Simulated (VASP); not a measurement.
P, 4 atoms in the cell. Symmetry: Cmce, No. 64, orthorhombic system. The conventional cell has a = 3.355 Å, b = 10.194 Å, c = 4.108 Å, α = 90.00°, β = 90.00°, γ = 90.00°. Within 3.0 Å of P (site symmetry m) lie 3 P at 2.24 to 2.25 Å. 

```yaml
Program: VASP 6.6.1
Task: single point
Functional: PBEsol
Potentials_or_basis: VASP PAW PBE potentials, release 64 (P)
Cutoff: 500 eV
k_mesh: 6 × 6 × 4
Occupations: fermi-dirac, width 0.05 eV
Spin: no spin polarisation
Dipole_correction: no
Further_INCAR_settings: ALGO = Normal; EDIFF = 1e-06; NBANDS = 18
```

Potentials or basis: VASP PAW PBE potentials, release 64 (P).

Command:

```bash
$ cat potpaw_PBE.64/P/POTCAR > POTCAR
$ mpirun -np 1 vasp_std > vasp.out
```

Hardware: 1 thread of Intel Xeon 8259CL, with other jobs on the host.

Question: How long does it take, and how much memory?

Answer: Wall time 66 s on 1 thread of Intel Xeon 8259CL (shared host), peak memory 0.21 GiB. Counts: scf iterations 12, k points 39.
